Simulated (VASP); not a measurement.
Wanted: the native input for a VASP 6.6.1 run.

* Task: single point
* Functional: PBE
* Potentials or basis: VASP PAW PBE potentials, release 64 (Mg, Cd, Se, S)
* Cutoff: 520 eV
* k mesh: 4 × 4 × 4
* Occupations: gaussian, width 0.1 eV
* Spin: no spin polarisation
* Dipole correction: no
* Further INCAR settings: ALGO = Normal; EDIFF = 1e-07; NBANDS = 24

The structure of MgCdSeS2 lies in POSCAR:

```
MgCdSeS2
1.0
   -2.4531026700      3.0069593300      4.6133275300
    2.4531026700     -3.0069593300      4.6133275300
    2.4531026700      3.0069593300     -4.6133275300
Mg Cd Se S
1 1 1 2
Direct
    0.0000000000      0.5000000000      0.5000000000
    0.5000000000      0.5000000000      0.0000000000
    0.0000000000      0.0000000000      0.0000000000
    0.7825578600      0.7825578600      0.0000000000
    0.2174421400      0.2174421400      0.0000000000
```

These files were run (other wordings do the same):

INCAR

```
SYSTEM = MgCdSeS2
  PREC = Accurate
  ENCUT = 520
  EDIFF = 1E-7
  ISMEAR = 0
  SIGMA = 0.1
  LREAL = .FALSE.
  LASPH = .TRUE.
  NELM = 60
  ALGO = Normal
  ISIF = 2
  LWAVE = .FALSE.
  LCHARG = .TRUE.
  GGA = PE
  LELF = .TRUE.
  LVHAR = .TRUE.
  NBANDS = 24
```

KPOINTS

```
regular mesh
0
G
  4 4 4
  0 0 0
```

Potentials or basis: VASP PAW PBE potentials, release 64 (Mg, Cd, Se, S).

Launch:

```console
$ cat potpaw_PBE.64/Mg/POTCAR potpaw_PBE.64/Cd/POTCAR potpaw_PBE.64/Se/POTCAR potpaw_PBE.64/S/POTCAR > POTCAR
$ mpirun -np 1 vasp_std > vasp.out
```

It gave:

```yaml
Pressure: 11.2 GPa
Largest_force: 7.201 eV/Å
Band_gap_on_the_k_mesh: zero (band 16 reaches 1.96 eV, above the bottom of band 17 at 1.87 eV)
```

Caveat: the k points lie up to 0.41 Å⁻¹ apart; forces of over 1 eV/Å act on the atoms, so gaps and moduli don't describe the material at rest.

It took 52 s on 1 thread of AMD EPYC 9R45 96-Core Processor (Zen 5) (shared host), peak memory 0.33 GiB.
